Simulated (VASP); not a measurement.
# Ag in VASP: a series of runs, part 2 of 2

VASP 6.6.1.

## Step 5: Single point, PBEsol (strain +0.015 along x and y, +0.015 along z)

Input file INCAR:

```
PREC = Accurate
ENCUT = 520
EDIFF = 1E-6
ISMEAR = 0
SIGMA = 0.15
LREAL = False
LASPH = True
NELM = 100
ALGO = Normal
ISIF = 2
LWAVE = False
LCHARG = False
GGA = PS
NBANDS = 12
```

Input file KPOINTS:

```
Automatic mesh
0
Gamma
  20 20 20
```

Input file POSCAR:

```
Ag
1.0
    0.0000000000      2.0737465000      2.0737465000
    2.0737465000      0.0000000000      2.0737465000
    2.0737465000      2.0737465000      0.0000000000
Ag
1
Direct
    0.0000000000      0.0000000000      0.0000000000
```

Potentials or basis: VASP PAW PBE potentials, release 64 (Ag).

On the command line:

```console
$ cat potpaw_PBE.64/Ag/POTCAR > POTCAR
$ mpirun -np 1 vasp_std > vasp.out
```

OUTCAR:

```text
PREC = Accurate
   ENCUT = 520
   EDIFF = 1E-6
   ISMEAR = 0
   LREAL = False
   LASPH = True
   NELM = 100
   ISIF = 2
   GGA = PS

 ion  position               nearest neighbor table
   1  0.000  0.000  0.000-

  LATTYP: Found a face centered cubic cell.
 ALAT       =     4.1474930000

  Lattice vectors:

 A1 = (   0.0000000000,   2.0737465000,   2.0737465000)
 A2 = (   2.0737465000,   0.0000000000,   2.0737465000)
 A3 = (   2.0737465000,   2.0737465000,   0.0000000000)

Analysis of symmetry for initial positions (statically):
=====================================================================
 Subroutine PRICEL returns:
 Original cell was already a primitive cell.

 Routine SETGRP: Setting up the symmetry group for a
 face centered cubic supercell.

 Subroutine GETGRP returns: Found 48 space group operations
[... 9 lines left out ...]

 Routine SETGRP: Setting up the symmetry group for a
 face centered cubic supercell.

 Subroutine GETGRP returns: Found 48 space group operations
[... 11 lines left out ...]
                                     Primitive cell

  volume of cell :      17.8360

  direct lattice vectors                    reciprocal lattice vectors
     0.000000000  2.073746500  2.073746500    -0.241109509  0.241109509  0.241109509
     2.073746500  0.000000000  2.073746500     0.241109509 -0.241109509  0.241109509
     2.073746500  2.073746500  0.000000000     0.241109509  0.241109509 -0.241109509

  length of vectors
     2.932720425  2.932720425  2.932720425     0.417613919  0.417613919  0.417613919

  position of ions in fractional coordinates (direct lattice)
     0.000000000  0.000000000  0.000000000

  ion indices of the primitive-cell ions
   primitive index   ion index
                 1           1

----------------------------------------------------------------------------------------

 KPOINTS: Automatic mesh

Automatic generation of k-mesh.
 Grid dimensions read from file:
 generate k-points for:   20   20   20

 Generating k-lattice:
[... 82 lines left out ...]
     AMIX_MAG =   1.60;   BMIX_MAG =  1.00
  volume/ion in A,a.u.               =      17.84       120.36
  Fermi-wavevector in a.u.,A,eV,Ry     =   1.393499  2.633332 26.420338  1.941840
  Thomas-Fermi vector in A             =   2.517139
   LORBIT       =      0    0 simple, 1 ext, 2 COOP (PROOUT), +10 PAW based schemes
   GGA     = PS    functional components
   LHFCALC =     F    Hartree Fock is set to
   AEXX    =    0.0000 exact exchange contribution
   IVDW    =     0    specifies the selected vdW correction
   LEPSILON=     F    determine dielectric tensor
   LRPA    =     F    only Hartree local field effects (RPA)
 non-spin polarized calculation
 Gauss-broadening in eV      SIGMA  =   0.15
  energy-cutoff  :      520.00
  volume of cell :       17.84
 maximum number of plane-waves:       531
 NGX is ok and might be reduce to    24
   NGX = 11   NGY = 11   NGZ = 11

 number of electron      11.0000000 magnetization

 Free energy of the ion-electron system (eV)
  ---------------------------------------------------
  ext. energy  EPLUGINS =         0.00000000
  ---------------------------------------------------
  free energy    TOTEN  =        -3.28550232 eV

  energy without entropy =       -3.28319052  energy(sigma->0) =       -3.28434642

 E-fermi :   7.5995     XC(G=0): -12.1452

 val. band max:        7.5286265915   @ k =   0.5000   0.3500   0.1500
 cond. band min:       7.6280415229   @ k =   0.5000   0.3000   0.1000
 fundamental gap:      0.0994149313
 Fermi energy:         7.5995073592

 k-point     1 :       0.0000    0.0000    0.0000
  band No.  band energies     occupation
      1       0.1186      2.00000
      2       3.0103      2.00000
      3       3.0103      2.00000
      4       3.0103      2.00000
      5       3.9765      2.00000
      6       3.9765      2.00000
      7      23.5020      0.00000
      8      26.8086      0.00000
      9      26.8086      0.00000
     10      26.8086      0.00000
     11      31.5212      0.00000
     12      32.3665      0.00000
[... 331 lines left out ...]
 k-point    24 :      -0.3500    0.0500    0.0000
  band No.  band energies     occupation
      1       1.6354      2.00000
      2       3.0639      2.00000
      3       3.1020      2.00000
      4       4.2817      2.00000
      5       4.3901      2.00000
      6       5.3765      2.00000
      7      14.1393      0.00000
      8      22.9865      0.00000
      9      24.6758      0.00000
     10      26.1881      0.00000
     11      29.7010      0.00000
     12      30.0320      0.00000

 [... further k-points ...]
[... 5 lines left out ...]
  --------------------------------------------------------------------------------------
  -------------------------------------------------------------------------------------
  Total       -0.7613943     -0.7613943     -0.7613943      0.0000000      0.0000000     -0.0000000
  in kB      -68.3948157    -68.3948157    -68.3948157      0.0000000      0.0000000     -0.0000000
  external PRESSURE =     -68.3948157 kB  Pullay stress =       0.0000000 kB

 VOLUME and BASIS-vectors are now :
 -----------------------------------------------------------------------------
  energy-cutoff  :      520.00
  volume of cell :       17.84
      direct lattice vectors                 reciprocal lattice vectors
     0.000000000  2.073746500  2.073746500    -0.241109509  0.241109509  0.241109509
     2.073746500  0.000000000  2.073746500     0.241109509 -0.241109509  0.241109509
     2.073746500  2.073746500  0.000000000     0.241109509  0.241109509 -0.241109509

 POSITION                                       TOTAL-FORCE (eV/Angst)
 -----------------------------------------------------------------------------------
      0.00000      0.00000      0.00000         0.000000      0.000000     -0.000000
 -----------------------------------------------------------------------------------
    total drift:                               -0.000000      0.000000      0.000000

  FREE ENERGIE OF THE ION-ELECTRON SYSTEM (eV)
  ---------------------------------------------------
  free  energy   TOTEN  =        -3.2855023162 eV

  energy  without entropy=       -3.2831905177  energy(sigma->0) =       -3.28434642
```

OSZICAR:

```text
N       E                     dE             d eps       ncg     rms          rms(c)
DAV:   1     0.510403503088E+02    0.51040E+02   -0.54382E+03  6208   0.822E+02
DAV:   2    -0.277595951456E+01   -0.53816E+02   -0.50804E+02  7124   0.190E+02
DAV:   3    -0.361680806556E+01   -0.84085E+00   -0.83991E+00  7224   0.253E+01
DAV:   4    -0.361934787654E+01   -0.25398E-02   -0.25397E-02  7108   0.147E+00
DAV:   5    -0.361936820376E+01   -0.20327E-04   -0.20327E-04  7288   0.118E-01    0.497E+00
DAV:   6    -0.329680900713E+01    0.32256E+00   -0.13734E+00  6636   0.103E+01    0.303E+00
DAV:   7    -0.328901135149E+01    0.77977E-02   -0.76275E-03  7080   0.839E-01    0.175E+00
DAV:   8    -0.328549214997E+01    0.35192E-02   -0.68900E-04  7100   0.183E-01    0.781E-02
DAV:   9    -0.328550056220E+01   -0.84122E-05   -0.10321E-05  7184   0.229E-02    0.188E-02
DAV:  10    -0.328550243347E+01   -0.18713E-05   -0.22504E-06  7136   0.130E-02    0.257E-03
DAV:  11    -0.328550231621E+01    0.11726E-06   -0.56784E-08  3736   0.197E-03
   1 F= -.32855023E+01 E0= -.32843464E+01  d E =-.231180E-02
```

stdout:

```text
POSCAR found type information on POSCAR Ag
 POSCAR found :  1 types and       1 ions
 scaLAPACK will be used
 -----------------------------------------------------------------------------
|                                                                             |
|                                                                             |
|     You enforced a specific xc type in the INCAR file but a different       |
|     I HOPE YOU KNOW WHAT YOU ARE DOING!                                     |
|                                                                             |
 -----------------------------------------------------------------------------

 LDA part: xc-table for (Slater+PW92), standard interpolation
 POSCAR, INCAR and KPOINTS ok, starting setup
 FFT: planning ... GRIDC
 FFT: planning ... GRID_SOFT
 FFT: planning ... GRID
 WAVECAR not read
 entering main loop
```

Run time: 13 s. Hardware: 1 thread of Intel Xeon 6975P-C (Granite Rapids), shared host; peak memory 0.18 GiB.

Results:

- Free energy: -3.2855 eV
- Pressure: -6.8 GPa

Caveat: the cell differs from its parent crystal (strain +0.015 along x and y, +0.015 along z); the PAW data sets were made with another functional, which shifts forces and pressure a little.

## Step 6: Overview

| cell | gap on the mesh (eV) | pressure (GPa) |
| --- | --- | --- |
| a = 2.954, b = 2.954, c = 2.976 Å, angles 59.8, 59.8, 60.5°, 1 atom | none | -8.8 |
| a = 2.803 Å, angles 60.0°, 1 atom | none | 9.5 |
| a = 2.846 Å, angles 60.0°, 1 atom | none | 2.5 |
| a = 2.933 Å, angles 60.0°, 1 atom | none | -6.8 |

Alike in all rows: task single point; level PBEsol; potentials or basis VASP PAW PBE potentials, release 64 (Ag); no spin polarisation; k mesh 20 × 20 × 20; cutoff (eV) 520; smearing gaussian 0.15 eV.

Caveats: the PAW data sets were made with another functional, which shifts forces and pressure a little.

Absolute energies hang on the potentials; compare differences alone.
